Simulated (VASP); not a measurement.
# Mg: single point with PBEsol

Crystal: Mg.

```
Mg
1.0
     3.19767    0.00000    0.00000
    -1.59884    2.76927    0.00000
     0.00000    0.00000    5.18023
Mg
2
Direct
  0.33333 0.66667 0.25000
  0.66667 0.33333 0.75000
```

| Quantity | Value |
| --- | --- |
| Program | VASP 6.6.1 |
| Task | single point |
| Functional | PBEsol |
| Potentials or basis | VASP PAW PBE potentials, release 64 (Mg) |
| Cutoff | 520 eV |
| k mesh | 9 × 9 × 5 |
| Occupations | fermi-dirac, width 0.0816 eV |
| Spin | no spin polarisation |

```
Pressure               : -0.7 GPa
Band gap on the k mesh : zero (band 2 reaches 3.59 eV, above the bottom of band 3 at 1.38 eV)
```

Stress tensor (GPa, compression positive):
```
-0.79  0.00  0.00
 0.00 -0.79  0.00
 0.00  0.00 -0.57
```

Levels at points of the mesh, in eV from the Fermi level:
| k point | band 1 | band 2 | band 3 | band 4 | band 5 |
| --- | --- | --- | --- | --- | --- |
| (0.00, 0.00, 0.00) | -6.88 | -1.62 | -1.17 | 10.96 | 10.96 |

It took 17 s on 1 thread of AMD EPYC 7R43 64-Core Processor (Zen 3) (shared host), peak memory 0.12 GiB.

Caveat: the PAW data sets were made with another functional, which shifts forces and pressure a little.
